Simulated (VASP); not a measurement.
# Pt2Se3 (P-3m1) in VASP: notebook

The runs below take Pt2Se3 through single point, relaxation of cell and atoms, with PBE.

Program: VASP 6.6.1. These are calculated values, not measurements. Logs are shortened: lines on timing, memory, paths and dates and some standing lists are left out, and cuts for length are marked.

**1. The cell of the first run**

It takes space group P-3m1 (No. 164, trigonal). Conventional cell: a = 3.762 Å, b = 3.762 Å, c = 8.836 Å, α = 90.00°, β = 90.00°, γ = 120.00°. Pt (site symmetry 3m) has 6 Se at 2.48 to 2.74 Å within 3.3 Å. Se (site symmetry -3m) has 6 Pt at 2.74 Å and 6 Se at 3.60 Å within 3.6 Å. Se (site symmetry 3m) has 3 Pt at 2.48 Å within 3.3 Å.

**2. Single point, PBE**

Contents of INCAR:

```
SYSTEM = Pt2Se3
ALGO = Normal ; EDIFF = 1E-7
ENCUT = 520 ; GGA = PE
ISIF = 2 ; ISMEAR = 0
LASPH = .TRUE. ; LCHARG = .FALSE.
LREAL = .FALSE. ; LWAVE = .FALSE.
NBANDS = 27 ; NELM = 80
PREC = Accurate ; SIGMA = 0.1
```

Contents of KPOINTS:

```
k-points
0
G
  12 12 4
  0 0 0
```

Contents of POSCAR:

```
Pt2Se3
1.0
    3.7622484722      0.0000000000      0.0000000000
   -1.8811242361      3.2582027523      0.0000000000
    0.0000000000      0.0000000000      8.8364331063
Pt Se
2 3
Direct
    0.3333333333      0.6666666667      0.1894726011
    0.6666666667      0.3333333333      0.8105273989
    0.0000000000      0.0000000000      0.0000000000
    0.3333333333      0.6666666667      0.6756853282
    0.6666666667      0.3333333333      0.3243146718
```

Potentials or basis: VASP PAW PBE potentials, release 64 (Pt, Se).

Launch:

```console
$ cat potpaw_PBE.64/Pt/POTCAR potpaw_PBE.64/Se/POTCAR > POTCAR
$ mpirun -np 1 vasp_std > vasp.out
```

OUTCAR:

```text
SYSTEM = Pt2Se3
   EDIFF = 1E-7
   ENCUT = 520
   GGA = PE
   ISIF = 2
   ISMEAR = 0
   LASPH = .TRUE.
   LREAL = .FALSE.
   NELM = 80
   PREC = Accurate

 ion  position               nearest neighbor table
   1  0.333  0.667  0.189-   5 2.48   5 2.48   5 2.48   3 2.74   3 2.74   3 2.74
   2  0.667  0.333  0.811-   4 2.48   4 2.48   4 2.48   3 2.74   3 2.74   3 2.74
   3  0.000  0.000  0.000-   1 2.74   2 2.74   2 2.74   1 2.74   2 2.74   1 2.74
   4  0.333  0.667  0.676-   2 2.48   2 2.48   2 2.48
   5  0.667  0.333  0.324-   1 2.48   1 2.48   1 2.48

  LATTYP: Found a hexagonal cell.
 ALAT       =     3.7622484722
 C/A-ratio  =     2.3487106637

  Lattice vectors:

 A1 = (   3.7622484722,   0.0000000000,   0.0000000000)
 A2 = (  -1.8811242361,   3.2582027523,   0.0000000000)
 A3 = (   0.0000000000,   0.0000000000,   8.8364331063)

Analysis of symmetry for initial positions (statically):
=====================================================================
 Subroutine PRICEL returns:
 Original cell was already a primitive cell.

 Routine SETGRP: Setting up the symmetry group for a
 hexagonal supercell.

 Subroutine GETGRP returns: Found 12 space group operations
 (whereof 12 operations were pure point group operations)
 out of a pool of 24 trial point group operations.

The static configuration has the point symmetry D_3d.

Analysis of symmetry for dynamics (positions and initial velocities):
=====================================================================
 Subroutine PRICEL returns:
 Original cell was already a primitive cell.

 Routine SETGRP: Setting up the symmetry group for a
 hexagonal supercell.

 Subroutine GETGRP returns: Found 12 space group operations
 (whereof 12 operations were pure point group operations)
 out of a pool of 24 trial point group operations.

The dynamic configuration has the point symmetry D_3d.

 Subroutine INISYM returns: Found 12 space group operations
 (whereof 12 operations are pure point group operations),
 and found     1 'primitive' translations

[... 95 lines left out ...]
   LNONCOLLINEAR =      F non collinear calculations
   LSORBIT =      F    spin-orbit coupling
   LASPH  =      T    aspherical Exc in radial PAW
   ENCUT  =  520.0 eV  38.22 Ry    6.18 a.u.   7.00  7.00 16.43*2*pi/ulx,y,z
   NELM   =     80;   NELMIN=  2; NELMDL= -5     # of ELM steps
   EDIFF  = 0.1E-06   stopping-criterion for ELM
   LREAL  =      F    real-space projection
   EDIFFG = 0.1E-05   stopping-criterion for IOM
   NSW    =      0    number of steps for IOM
   IBRION =     -1    ionic relax: 0-MD 1-quasi-New 2-CG
   NFREE  =      0    steps in history (QN), initial steepest desc. (CG)
   ISIF   =      2    stress and relaxation
   ISYM   =      2    0-nonsym 1-usesym 2-fastsym
   POTIM  = 0.5000    time-step for ionic-motion
   TEBEG  =    0.0;   TEEND  =   0.0 temperature during run
   PSTRESS=    0.0 pullay stress
   NELECT =      38.0000    total number of electrons
   NUPDOWN=      -1.0000    fix difference up-down
   EMIN   =  10.00;   EMAX   =-10.00  energy-range for DOS
   EFERMI =   0.00;   METHOD = LEGACY
   ISMEAR =     0;   SIGMA  =   0.10  broadening in eV -4-tet -1-fermi 0-gaus
   EFERMI_NEDOS =   21; number of points for ismear=-14 and -15
   IALGO  =     38    algorithm
   IMIX   =      4    mixing-type and parameters
     AMIX     =   0.40;   BMIX     =  1.00
     AMIX_MAG =   1.60;   BMIX_MAG =  1.00
  volume/ion in A,a.u.               =      21.66       146.19
  Fermi-wavevector in a.u.,A,eV,Ry     =   1.154610  2.181896 18.138245  1.333123
  Thomas-Fermi vector in A             =   2.291245
   LORBIT       =      0    0 simple, 1 ext, 2 COOP (PROOUT), +10 PAW based schemes
   GGA     = PE    functional components
   LHFCALC =     F    Hartree Fock is set to
   AEXX    =    0.0000 exact exchange contribution
   IVDW    =     0    specifies the selected vdW correction
   LEPSILON=     F    determine dielectric tensor
   LRPA    =     F    only Hartree local field effects (RPA)
 non-spin polarized calculation
 Gauss-broadening in eV      SIGMA  =   0.10
  energy-cutoff  :      520.00
  volume of cell :      108.32
 maximum number of plane-waves:      2937
   NGX = 13   NGY = 13   NGZ = 33

 number of electron      38.0000001 magnetization

 Free energy of the ion-electron system (eV)
  ---------------------------------------------------
  ext. energy  EPLUGINS =         0.00000000
  ---------------------------------------------------
  free energy    TOTEN  =       -23.58829908 eV

  energy without entropy =      -23.57074270  energy(sigma->0) =      -23.57952089

 E-fermi :   5.4834     XC(G=0): -10.3456

 val. band max:        5.4584773089   @ k =   0.0000   0.4167   0.2500
 cond. band min:       5.4880235740   @ k =   0.0000   0.3333   0.2500
 fundamental gap:      0.0295462651
 Fermi energy:         5.4834418699

 k-point     1 :       0.0000    0.0000    0.0000
  band No.  band energies     occupation
      1      -9.2812      2.00000
      2      -8.4850      2.00000
      3      -7.7502      2.00000
      4      -0.4714      2.00000
      5       0.0680      2.00000
      6       0.0680      2.00000
[... 709 lines left out ...]
     26      12.0979      0.00000
     27      13.1298      0.00000

 [... further k-points ...]

------------------------ aborting loop because EDIFF is reached ----------------------------------------

  FORCE on cell =-STRESS in cart. coord.  units (eV):
  Direction    XX          YY          ZZ          XY          YZ          ZX
  --------------------------------------------------------------------------------------
  -------------------------------------------------------------------------------------
  Total       -0.0238812     -0.0238812     -0.0315224     -0.0000000      0.0000000      0.0000000
  in kB       -0.3532357     -0.3532357     -0.4662586     -0.0000000      0.0000000      0.0000000
  external PRESSURE =      -0.3909100 kB  Pullay stress =       0.0000000 kB

 VOLUME and BASIS-vectors are now :
 -----------------------------------------------------------------------------
  energy-cutoff  :      520.00
  volume of cell :      108.32
      direct lattice vectors                 reciprocal lattice vectors
     3.762248472  0.000000000  0.000000000     0.265798500  0.153458835  0.000000000
    -1.881124236  3.258202752  0.000000000     0.000000000  0.306917671  0.000000000
     0.000000000  0.000000000  8.836433106     0.000000000  0.000000000  0.113167835

 POSITION                                       TOTAL-FORCE (eV/Angst)
 -----------------------------------------------------------------------------------
     -0.00000      2.17214      1.67426         0.000000      0.000000     -0.016279
      1.88112      1.08607      7.16217        -0.000000     -0.000000      0.016279
      0.00000      0.00000      0.00000         0.000000      0.000000      0.000000
     -0.00000      2.17214      5.97065        -0.000000     -0.000000     -0.007782
      1.88112      1.08607      2.86578         0.000000      0.000000      0.007782
 -----------------------------------------------------------------------------------
    total drift:                                0.000000     -0.000000     -0.000000

  FREE ENERGIE OF THE ION-ELECTRON SYSTEM (eV)
  ---------------------------------------------------
  free  energy   TOTEN  =       -23.5882990774 eV

  energy  without entropy=      -23.5707427013  energy(sigma->0) =      -23.57952089
```

OSZICAR:

```text
N       E                     dE             d eps       ncg     rms          rms(c)
DAV:   1     0.200144839579E+03    0.20014E+03   -0.17545E+04  3726   0.126E+03
DAV:   2    -0.136292923825E+02   -0.21377E+03   -0.20571E+03  4448   0.240E+02
DAV:   3    -0.244067080550E+02   -0.10777E+02   -0.10603E+02  4577   0.514E+01
DAV:   4    -0.245299323831E+02   -0.12322E+00   -0.12298E+00  4509   0.605E+00
DAV:   5    -0.245315652876E+02   -0.16329E-02   -0.16326E-02  4462   0.704E-01    0.153E+01
DAV:   6    -0.237619388042E+02    0.76963E+00   -0.41618E+00  3954   0.161E+01    0.916E+00
DAV:   7    -0.236258193829E+02    0.13612E+00   -0.82183E-01  3963   0.772E+00    0.445E+00
DAV:   8    -0.235899142492E+02    0.35905E-01   -0.10384E-01  4062   0.223E+00    0.678E-01
DAV:   9    -0.235880635001E+02    0.18507E-02   -0.15327E-02  4196   0.844E-01    0.234E-01
DAV:  10    -0.235882533327E+02   -0.18983E-03   -0.19428E-03  4404   0.225E-01    0.913E-02
DAV:  11    -0.235882942204E+02   -0.40888E-04   -0.98172E-05  4548   0.513E-02    0.396E-02
DAV:  12    -0.235882980800E+02   -0.38596E-05   -0.32113E-05  4025   0.409E-02    0.133E-02
DAV:  13    -0.235882981892E+02   -0.10925E-06   -0.13478E-05  4586   0.239E-02    0.283E-03
DAV:  14    -0.235882990573E+02   -0.86807E-06   -0.12338E-06  4068   0.639E-03    0.183E-03
DAV:  15    -0.235882990774E+02   -0.20073E-07   -0.66081E-08  3466   0.138E-03
   1 F= -.23588299E+02 E0= -.23579521E+02  d E =-.175564E-01
```

stdout:

```text
POSCAR found type information on POSCAR PtSe
 POSCAR found :  2 types and       5 ions
 scaLAPACK will be used
 LDA part: xc-table for (Slater+PW92), standard interpolation
 POSCAR, INCAR and KPOINTS ok, starting setup
 FFT: planning ... GRIDC
 FFT: planning ... GRID_SOFT
 FFT: planning ... GRID
 WAVECAR not read
 entering main loop
```

Wall time 1.9 min (1 thread of Intel Xeon Platinum 8488C (Sapphire Rapids), shared host); peak memory 0.33 GiB.

What came out:

- Free energy: -23.5883 eV
- Pressure: 0.0 GPa
- Largest force: 0.016 eV/Å
- Band gap on the k mesh: zero (bands 19 and 20 overlap by 1.55 eV)

Forces in eV/Å, atoms in the order of the input:
```
Pt   0.000  0.000 -0.016
Pt   0.000  0.000  0.016
Se   0.000  0.000  0.000
Se   0.000  0.000 -0.008
Se   0.000  0.000  0.008
```

Levels at points of the mesh, in eV from the Fermi level:
```tsv
k point	band 16	band 17	band 18	band 19	band 20	band 21	band 22	band 23
(0.00, 0.00, 0.00)	-0.93	-0.93	0.05	1.06	1.06	2.43	2.43	2.91
(0.50, 0.00, 0.00)	-2.27	-2.19	-1.55	-0.76	0.02	1.86	1.89	2.07
(0.00, 0.00, 0.50)	-1.20	-1.01	-1.01	1.25	1.25	2.32	2.32	3.85
(0.50, 0.00, 0.50)	-2.32	-2.10	-2.03	-0.95	-0.21	2.24	2.33	2.69
```

Caveat: spin-orbit coupling is left out, which moves the levels of the heavy elements; this functional lacks dispersion, which binds the layers, so the pressure and a relaxed spacing across them are unreliable.

**3. Relaxation of cell and atoms, PBE**

Contents of INCAR:

```
SYSTEM = Pt2Se3
PREC     = Accurate       ! precision mode
ENCUT    = 600            ! plane-wave cutoff, eV
EDIFF    = 1E-6           ! SCF threshold, eV
ISMEAR   = 0              ! smearing method
SIGMA    = 0.1            ! smearing width, eV
LREAL    = .False.        ! projectors in reciprocal space
LASPH    = .True.         ! aspherical terms in the spheres
NELM     = 60             ! most SCF steps
ALGO     = Normal         ! electronic algorithm
ISIF     = 3              ! what is computed and relaxed
LWAVE    = .False.        ! write WAVECAR
LCHARG   = .False.        ! write CHGCAR
GGA      = PE             ! functional
IBRION   = 2              ! ionic algorithm
NSW      = 100            ! ionic steps
EDIFFG   = -0.01          ! ionic threshold
```

Contents of KPOINTS:

```
Automatic mesh
0
Gamma
  12 12 4
  0 0 0
```

Contents of POSCAR:

```
Pt2Se3
1.0
    3.7610014296      0.0000000000      0.0000000000
   -1.8805007148      3.2571227817      0.0000000000
    0.0000000000      0.0000000000      8.8319634892
Pt Se
2 3
Direct
    0.3333333333      0.6666666667      0.1889008954
    0.6666666667      0.3333333333      0.8110991046
    0.0000000000      0.0000000000      0.0000000000
    0.3333333333      0.6666666667      0.6762496115
    0.6666666667      0.3333333333      0.3237503885
```

Potentials or basis: VASP PAW PBE potentials, release 64 (Pt, Se).

Launch:

```console
$ cat potpaw_PBE.64/Pt/POTCAR potpaw_PBE.64/Se/POTCAR > POTCAR
$ mpirun -np 1 vasp_std > vasp.out
```

Wall time 5 min (1 thread of Intel Xeon Platinum 8488C (Sapphire Rapids), shared host); peak memory 0.38 GiB.

The run converged. Its results:

```
Free energy                           : -23.5885 eV
Relaxed volume                        : 21.68 Å³/atom
Relaxed cell                          : a = 3.763 Å, b = 3.763 Å, c = 8.840 Å, α = 90.00°, β = 90.00°, γ = 120.00°
Space group after relaxing (to 0.1 Å) : P-3m1 (No. 164)
Energy gained by relaxing             : 0.0 meV/atom
Ionic steps                           : 5
Pressure after relaxing               : 0.0 GPa
Largest force after relaxing          : 0.008 eV/Å
Band gap on the k mesh                : zero (bands 19 and 20 overlap by 1.54 eV)
```

Forces on the atoms (eV/Å):
```
Pt   0.000  0.000  0.008
Pt   0.000  0.000 -0.008
Se   0.000  0.000  0.000
Se   0.000  0.000 -0.003
Se   0.000  0.000  0.003
```

Step by step:
| step | energy change (eV) | largest force (eV/Å) | pressure (GPa) | volume (Å³) |
| --- | --- | --- | --- | --- |
| 1 | 0.0000 | 0.0287 | 0.25 | 108.19 |
| 2 | 0.0002 | 0.0387 | -0.33 | 108.71 |
| 3 | -0.0002 | 0.0154 | 0.00 | 108.41 |
| 4 | -0.0002 | 0.0155 | 0.00 | 108.41 |
| 5 | -0.0002 | 0.0082 | 0.00 | 108.42 |

Final structure:
```cif
data_structure
_symmetry_space_group_name_H-M 'P 1'
_symmetry_Int_Tables_number 1
_cell_length_a 3.7634
_cell_length_b 3.7634
_cell_length_c 8.8396
_cell_angle_alpha 90.000
_cell_angle_beta 90.000
_cell_angle_gamma 120.000
_cell_volume 108.42
loop_
_atom_site_label
_atom_site_type_symbol
_atom_site_fract_x
_atom_site_fract_y
_atom_site_fract_z
_atom_site_occupancy
Pt1 Pt 0.33333 0.66667 0.18899 1
Pt2 Pt 0.66667 0.33333 0.81101 1
Se1 Se 0.00000 0.00000 0.00000 1
Se2 Se 0.33333 0.66667 0.67618 1
Se3 Se 0.66667 0.33333 0.32382 1
```

Levels at points of the mesh, in eV from the Fermi level:
```csv
k point,band 17,band 18,band 19,band 20,band 21,band 22
"(0.00, 0.00, 0.00)",-0.93,0.04,1.06,1.06,2.43,2.43
"(0.50, 0.00, 0.00)",-2.19,-1.56,-0.75,0.02,1.87,1.89
"(0.00, 0.00, 0.50)",-1.01,-1.01,1.25,1.25,2.33,2.33
"(0.50, 0.00, 0.50)",-2.11,-2.02,-0.94,-0.21,2.25,2.33
```

Caveat: spin-orbit coupling is left out, which moves the levels of the heavy elements; this functional lacks dispersion, which binds the layers, so the pressure and a relaxed spacing across them are unreliable.
